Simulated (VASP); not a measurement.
Crystal: Au.

```
CELL_PARAMETERS angstrom
0.00000 2.03500 2.03500
2.03500 0.00000 2.03500
2.03500 2.03500 0.00000
ATOMIC_POSITIONS crystal
Au 0.00000 0.00000 0.00000
```

```yaml
Program: VASP 6.6.1
Task: relaxation of cell and atoms
Functional: RPBE
Potentials_or_basis: VASP PAW PBE potentials, release 64 (Au)
Cutoff: 600 eV
k_mesh: 11 × 11 × 11
Occupations: fermi-dirac, width 0.05 eV
Spin: no spin polarisation
```

At the start: pressure 14.7 GPa; volume 16.85 Å³/atom.

How do energy, volume and symmetry change on relaxing?

Over 18 steps the energy falls by 66.0 meV/atom and the volume is 18.47 Å³/atom (+9.6 %); space group Fm-3m (No. 225, to 0.05 Å).

Step by step:
```
step  energy change (eV)  largest force (eV/Å)  pressure (GPa)  volume (Å³)
   1              0.0000                0.0000           14.67        16.85
   2              0.0263                0.0000          -10.37        20.91
   3             -0.0660                0.0000           -0.30        18.51
   4             -0.0660                0.0000           -0.07        18.47
   5             -0.0660                0.0000            0.15        18.44
   6             -0.0660                0.0000            0.16        18.44
   7             -0.0660                0.0000            0.14        18.44
   8             -0.0660                0.0000            0.14        18.44
   9             -0.0660                0.0000            0.14        18.44
  10             -0.0660                0.0000            0.14        18.44
  11             -0.0660                0.0000            0.14        18.44
  12             -0.0660                0.0000            0.14        18.44
  13             -0.0660                0.0000            0.15        18.44
  14             -0.0660                0.0000            0.13        18.44
  15             -0.0660                0.0000            0.12        18.44
  16             -0.0660                0.0000            0.10        18.44
  17             -0.0660                0.0000            0.05        18.45
  18             -0.0660                0.0000           -0.04        18.47
```

Final structure:
```
CELL_PARAMETERS angstrom
0.00000 2.09785 2.09785
2.09785 0.00000 2.09785
2.09785 2.09785 0.00000
ATOMIC_POSITIONS crystal
Au 0.00000 0.00000 0.00000
```

Caveat: the PAW data sets were made with another functional, which shifts forces and pressure a little.
